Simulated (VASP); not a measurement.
# Ti4H7 (P-43m) in VASP: single point with r2SCAN

Aim: the single point of Ti4H7 with r2SCAN.

Everything below comes from runs of VASP 6.6.1. Logs are shortened: lines on timing, memory, paths and dates and some standing lists are left out, and cuts for length are marked.

### Step 1. The cell of the first run

It takes space group P-43m (No. 215, cubic). The conventional cell has a = 4.381 Å, b = 4.381 Å, c = 4.381 Å, α = 90.00°, β = 90.00°, γ = 90.00°. Within 2.5 Å of Ti (site symmetry 3m) lie 7 H at 1.89 to 1.93 Å. H (site symmetry -42m) has 4 Ti at 1.91 Å and 6 H at 2.19 Å within 2.5 Å. H (site symmetry -42m) has 4 Ti at 1.89 Å and 4 H at 2.19 Å within 2.5 Å. H (site symmetry -43m) has 4 Ti at 1.93 Å and 6 H at 2.19 Å within 2.6 Å.

### Step 2. Single point, r2SCAN

File POSCAR:

```
Ti4H7
1.0
    4.3807652090      0.0000000000      0.0000000000
    0.0000000000      4.3807652090      0.0000000000
    0.0000000000      0.0000000000      4.3807652090
Ti H
4 7
Direct
    0.2540831621      0.7459168379      0.7459168379
    0.7459168379      0.2540831621      0.7459168379
    0.7459168379      0.7459168379      0.2540831621
    0.2540831621      0.2540831621      0.2540831621
    0.5000000000      0.0000000000      0.0000000000
    0.0000000000      0.5000000000      0.5000000000
    0.5000000000      0.0000000000      0.5000000000
    0.0000000000      0.5000000000      0.0000000000
    0.0000000000      0.0000000000      0.0000000000
    0.0000000000      0.0000000000      0.5000000000
    0.5000000000      0.5000000000      0.0000000000
```

File INCAR.step1:

```
PREC = Accurate ; ENCUT = 520
ISMEAR = 0 ; SIGMA = 0.1
LREAL = F ; LASPH = T
NELM = 100 ; NBANDS = 38
GGA = PE ; ALGO = Normal
EDIFF = 1E-4 ; LWAVE = T
LCHARG = F
```

File INCAR.step2:

```
PREC = Accurate ; ENCUT = 520
EDIFF = 1E-7 ; ISMEAR = 0
SIGMA = 0.1 ; LREAL = F
LASPH = T ; NELM = 100
ALGO = Normal ; ISIF = 2
LWAVE = F ; LCHARG = F
METAGGA = R2SCAN ; LMIXTAU = T
NBANDS = 38 ; ISTART = 1
```

File KPOINTS:

```
regular mesh
0
Gamma
  8 8 8
```

Potentials or basis: VASP PAW PBE potentials, release 64 (Ti_sv, H).

Started as:

```sh
> cat potpaw_PBE.64/Ti_sv/POTCAR potpaw_PBE.64/H/POTCAR > POTCAR
> cp INCAR.step1 INCAR
> mpirun -np 1 vasp_std > vasp.out
> cp INCAR.step2 INCAR
> mpirun -np 1 vasp_std > vasp.out
```

OUTCAR:

```text
PREC = Accurate
   ENCUT = 520
   EDIFF = 1E-7
   ISMEAR = 0
   LREAL = F
   LASPH = T
   NELM = 100
   ISIF = 2
   METAGGA = R2SCAN
   ISTART = 1

 ion  position               nearest neighbor table
   1  0.254  0.746  0.746-  11 1.89   7 1.89   6 1.89
   2  0.746  0.254  0.746-  11 1.89   7 1.89   6 1.89
   3  0.746  0.746  0.254-  11 1.89   7 1.89   6 1.89
   4  0.254  0.254  0.254-  11 1.89   7 1.89   6 1.89
   5  0.500  0.000  0.000-
   6  0.000  0.500  0.500-   1 1.89   2 1.89   3 1.89   4 1.89
   7  0.500  0.000  0.500-   1 1.89   2 1.89   3 1.89   4 1.89
   8  0.000  0.500  0.000-
   9  0.000  0.000  0.000-
  10  0.000  0.000  0.500-
  11  0.500  0.500  0.000-   1 1.89   2 1.89   3 1.89   4 1.89

  LATTYP: Found a simple cubic cell.
 ALAT       =     4.3807652090

  Lattice vectors:

 A1 = (   4.3807652090,   0.0000000000,   0.0000000000)
 A2 = (   0.0000000000,   4.3807652090,   0.0000000000)
 A3 = (   0.0000000000,   0.0000000000,   4.3807652090)

Analysis of symmetry for initial positions (statically):
=====================================================================
 Subroutine PRICEL returns:
 Original cell was already a primitive cell.

 Routine SETGRP: Setting up the symmetry group for a
 simple cubic supercell.

 Subroutine GETGRP returns: Found 24 space group operations
 (whereof 24 operations were pure point group operations)
 out of a pool of 48 trial point group operations.

The static configuration has the point symmetry T_d .

Analysis of symmetry for dynamics (positions and initial velocities):
=====================================================================
 Subroutine PRICEL returns:
 Original cell was already a primitive cell.

 Routine SETGRP: Setting up the symmetry group for a
 simple cubic supercell.

 Subroutine GETGRP returns: Found 24 space group operations
 (whereof 24 operations were pure point group operations)
 out of a pool of 48 trial point group operations.

The dynamic configuration has the point symmetry T_d .

 Subroutine INISYM returns: Found 24 space group operations
 (whereof 24 operations are pure point group operations),
 and found     1 'primitive' translations

----------------------------------------------------------------------------------------

                                     Primitive cell

  volume of cell :      84.0717

  direct lattice vectors                    reciprocal lattice vectors
     4.380765209  0.000000000  0.000000000     0.228270622  0.000000000  0.000000000
     0.000000000  4.380765209  0.000000000     0.000000000  0.228270622  0.000000000
     0.000000000  0.000000000  4.380765209     0.000000000  0.000000000  0.228270622

  length of vectors
     4.380765209  4.380765209  4.380765209     0.228270622  0.228270622  0.228270622

  position of ions in fractional coordinates (direct lattice)
     0.254083162  0.745916838  0.745916838
     0.745916838  0.254083162  0.745916838
     0.745916838  0.745916838  0.254083162
     0.254083162  0.254083162  0.254083162
     0.500000000  0.000000000  0.000000000
     0.000000000  0.500000000  0.500000000
     0.500000000  0.000000000  0.500000000
     0.000000000  0.500000000  0.000000000
     0.000000000  0.000000000  0.000000000
     0.000000000  0.000000000  0.500000000
     0.500000000  0.500000000  0.000000000

  ion indices of the primitive-cell ions
   primitive index   ion index
                 1           1
                 2           2
                 3           3
                 4           4
                 5           5
                 6           6
                 7           7
                 8           8
                 9           9
                10          10
                11          11

----------------------------------------------------------------------------------------

 KPOINTS: regular mesh

Automatic generation of k-mesh.
 Grid dimensions read from file:
 generate k-points for:    8    8    8

 Generating k-lattice:

  Cartesian coordinates                     Fractional coordinates (reciprocal lattice)
     0.028533828  0.000000000  0.000000000     0.125000000  0.000000000  0.000000000
     0.000000000  0.028533828  0.000000000     0.000000000  0.125000000  0.000000000
     0.000000000  0.000000000  0.028533828     0.000000000  0.000000000  0.125000000

  Length of vectors
     0.028533828  0.028533828  0.028533828

  Shift w.r.t. Gamma in fractional coordinates (k-lattice)
     0.000000000  0.000000000  0.000000000

 Subroutine IBZKPT returns following result:
 ===========================================

 Found     35 irreducible k-points:

 Following reciprocal coordinates:
            Coordinates               Weight
  0.000000  0.000000  0.000000      1.000000
  0.125000  0.000000  0.000000      6.000000
  0.250000  0.000000  0.000000      6.000000
  0.375000  0.000000  0.000000      6.000000
  0.500000  0.000000  0.000000      3.000000
  0.125000  0.125000  0.000000     12.000000
[... 16 lines left out ...]
  0.375000  0.375000  0.125000     24.000000
  0.500000  0.375000  0.125000     24.000000
 [... further k-points ...]
   k-points           NKPTS =     35   k-points in BZ     NKDIM =     35   number of bands    NBANDS=     38
   number of dos      NEDOS =    301   number of ions     NIONS =     11
   total plane-waves  NPLWV =  46656
   dimension x,y,z NGX =    36 NGY =   36 NGZ =   36
   dimension x,y,z NGXF=    72 NGYF=   72 NGZF=   72
   ions per type =               4   7
   NGX,Y,Z   is equivalent  to a cutoff of  13.66, 13.66, 13.66 a.u.
   NGXF,Y,Z  is equivalent  to a cutoff of  27.32, 27.32, 27.32 a.u.
 SYSTEM =  unknown system
   PREC   = accura    normal or accurate (medium, high low for compatibility)
   ISTART =      1    job   : 0-new  1-cont  2-samecut
   ICHARG =      0    charge: 1-file 2-atom 10-const
   ISPIN  =      1    spin polarized calculation?
   LNONCOLLINEAR =      F non collinear calculations
   LSORBIT =      F    spin-orbit coupling
   LASPH  =      T    aspherical Exc in radial PAW
   ENCUT  =  520.0 eV  38.22 Ry    6.18 a.u.   8.15  8.15  8.15*2*pi/ulx,y,z
   NELM   =    100;   NELMIN=  2; NELMDL=  0     # of ELM steps
   EDIFF  = 0.1E-06   stopping-criterion for ELM
   LREAL  =      F    real-space projection
   EDIFFG = 0.1E-05   stopping-criterion for IOM
   NSW    =      0    number of steps for IOM
   IBRION =     -1    ionic relax: 0-MD 1-quasi-New 2-CG
   NFREE  =      0    steps in history (QN), initial steepest desc. (CG)
   ISIF   =      2    stress and relaxation
   ISYM   =      2    0-nonsym 1-usesym 2-fastsym
   POTIM  = 0.5000    time-step for ionic-motion
   TEBEG  =    0.0;   TEEND  =   0.0 temperature during run
   PSTRESS=    0.0 pullay stress
   NELECT =      55.0000    total number of electrons
   NUPDOWN=      -1.0000    fix difference up-down
   EMIN   =  10.00;   EMAX   =-10.00  energy-range for DOS
   EFERMI =   0.00;   METHOD = LEGACY
   ISMEAR =     0;   SIGMA  =   0.10  broadening in eV -4-tet -1-fermi 0-gaus
   EFERMI_NEDOS =   21; number of points for ismear=-14 and -15
   IALGO  =     38    algorithm
   IMIX   =      4    mixing-type and parameters
     AMIX     =   0.40;   BMIX     =  1.00
     AMIX_MAG =   1.60;   BMIX_MAG =  1.00
  volume/ion in A,a.u.               =       7.64        51.58
  Fermi-wavevector in a.u.,A,eV,Ry     =   1.421169  2.685620 27.479980  2.019722
  Thomas-Fermi vector in A             =   2.542007
   LORBIT       =      0    0 simple, 1 ext, 2 COOP (PROOUT), +10 PAW based schemes
   METAGGA = R2SCAN    functional components
   LHFCALC =     F    Hartree Fock is set to
   AEXX    =    0.0000 exact exchange contribution
   IVDW    =     0    specifies the selected vdW correction
   LEPSILON=     F    determine dielectric tensor
   LRPA    =     F    only Hartree local field effects (RPA)
 non-spin polarized calculation
 Gauss-broadening in eV      SIGMA  =   0.10
  energy-cutoff  :      520.00
  volume of cell :       84.07
 maximum number of plane-waves:      2301
 NGX is ok and might be reduce to    36
   NGX = 17   NGY = 17   NGZ = 17

 number of electron      54.9999996 magnetization

 Free energy of the ion-electron system (eV)
  ---------------------------------------------------
  ext. energy  EPLUGINS =         0.00000000
  ---------------------------------------------------
  free energy    TOTEN  =       -81.73985150 eV

  energy without entropy =      -81.71366988  energy(sigma->0) =      -81.72676069

 E-fermi :   7.9503     XC(G=0): -12.4004

 val. band max:        7.9430361300   @ k =   0.5000   0.5000   0.3750
 cond. band min:       7.9600353268   @ k =   0.5000   0.3750   0.3750
 fundamental gap:      0.0169991968
 Fermi energy:         7.9503256874

 k-point     1 :       0.0000    0.0000    0.0000
  band No.  band energies     occupation
      1     -51.7336      2.00000
      2     -51.6453      2.00000
      3     -51.6453      2.00000
      4     -51.6453      2.00000
      5     -27.2137      2.00000
      6     -27.2137      2.00000
[... 30 lines left out ...]
     37      10.6290      0.00000
     38      10.6298      0.00000

 k-point     2 :       0.1250    0.0000    0.0000
  band No.  band energies     occupation
      1     -51.7303      2.00000
      2     -51.6486      2.00000
      3     -51.6452      2.00000
      4     -51.6452      2.00000
      5     -27.2028      2.00000
      6     -27.1997      2.00000
[... 30 lines left out ...]
     37      10.5673      0.00000
     38      10.6454      0.00000
[... 859 lines left out ...]
     37      10.2841      0.00000
     38      10.8862      0.00000

 k-point    24 :       0.5000    0.3750    0.1250
  band No.  band energies     occupation
      1     -51.6773      2.00000
      2     -51.6730      2.00000
      3     -51.6602      2.00000
      4     -51.6582      2.00000
      5     -27.1242      2.00000
      6     -27.1140      2.00000
[... 30 lines left out ...]
     37      10.5947      0.00000
     38      10.6480      0.00000

 [... further k-points ...]

------------------------ aborting loop because EDIFF is reached ----------------------------------------

  FORCE on cell =-STRESS in cart. coord.  units (eV):
  Direction    XX          YY          ZZ          XY          YZ          ZX
  --------------------------------------------------------------------------------------
  -------------------------------------------------------------------------------------
  Total        0.2459857      0.2459857      0.2459857      0.0000000      0.0000000      0.0000000
  in kB        4.6878162      4.6878162      4.6878162      0.0000000      0.0000000      0.0000000
  external PRESSURE =       4.6878162 kB  Pullay stress =       0.0000000 kB

 VOLUME and BASIS-vectors are now :
 -----------------------------------------------------------------------------
  energy-cutoff  :      520.00
  volume of cell :       84.07
      direct lattice vectors                 reciprocal lattice vectors
     4.380765209  0.000000000  0.000000000     0.228270622  0.000000000  0.000000000
     0.000000000  4.380765209  0.000000000     0.000000000  0.228270622  0.000000000
     0.000000000  0.000000000  4.380765209     0.000000000  0.000000000  0.228270622

 POSITION                                       TOTAL-FORCE (eV/Angst)
 -----------------------------------------------------------------------------------
      1.11308      3.26769      3.26769         0.010437     -0.010437     -0.010437
      3.26769      1.11308      3.26769        -0.010437      0.010437     -0.010437
      3.26769      3.26769      1.11308        -0.010437     -0.010437      0.010437
      1.11308      1.11308      1.11308         0.010437      0.010437      0.010437
      2.19038      0.00000      0.00000         0.000000      0.000000      0.000000
      0.00000      2.19038      2.19038         0.000000      0.000000      0.000000
      2.19038      0.00000      2.19038         0.000000      0.000000     -0.000000
      0.00000      2.19038      0.00000         0.000000      0.000000      0.000000
      0.00000      0.00000      0.00000         0.000000      0.000000     -0.000000
      0.00000      0.00000      2.19038         0.000000      0.000000      0.000000
      2.19038      2.19038      0.00000         0.000000      0.000000     -0.000000
 -----------------------------------------------------------------------------------
    total drift:                                0.000000      0.000000      0.000000

  FREE ENERGIE OF THE ION-ELECTRON SYSTEM (eV)
  ---------------------------------------------------
  free  energy   TOTEN  =       -81.7398515015 eV

  energy  without entropy=      -81.7136698844  energy(sigma->0) =      -81.72676069
```

It took 8.1 min on 1 thread of Intel Xeon Platinum 8259CL at 2.50GHz (Skylake/Cascade Lake), shared host; peak memory 0.26 GiB.

Results:

```yaml
Free_energy: -81.7399 eV
Pressure: 0.5 GPa
Largest_force: 0.018 eV/Å
Band_gap_on_the_k_mesh: zero (an odd number of electrons rules out a gap without spin polarisation)
```

Forces on the atoms (eV/Å):
```
Ti   0.010 -0.010 -0.010
Ti  -0.010  0.010 -0.010
Ti  -0.010 -0.010  0.010
Ti   0.010  0.010  0.010
H    0.000  0.000  0.000
H    0.000  0.000  0.000
H    0.000  0.000  0.000
H    0.000  0.000  0.000
H    0.000  0.000  0.000
H    0.000  0.000  0.000
H    0.000  0.000  0.000
```

Levels at points of the mesh, in eV from the Fermi level:
```csv
k point,band 26,band 27,band 28,band 29,band 30,band 31
"(0.00, 0.00, 0.00)",-2.47,-0.12,-0.12,-0.12,1.70,1.70
"(0.50, 0.00, 0.00)",-1.42,-0.17,0.22,0.80,0.80,0.92
"(0.50, 0.50, 0.00)",-0.93,-0.80,-0.70,0.83,0.94,0.94
"(0.50, 0.50, 0.50)",-0.16,-0.16,-0.01,-0.01,0.09,0.09
```

Caveat: the PAW data sets were made with another functional, which shifts forces and pressure a little.
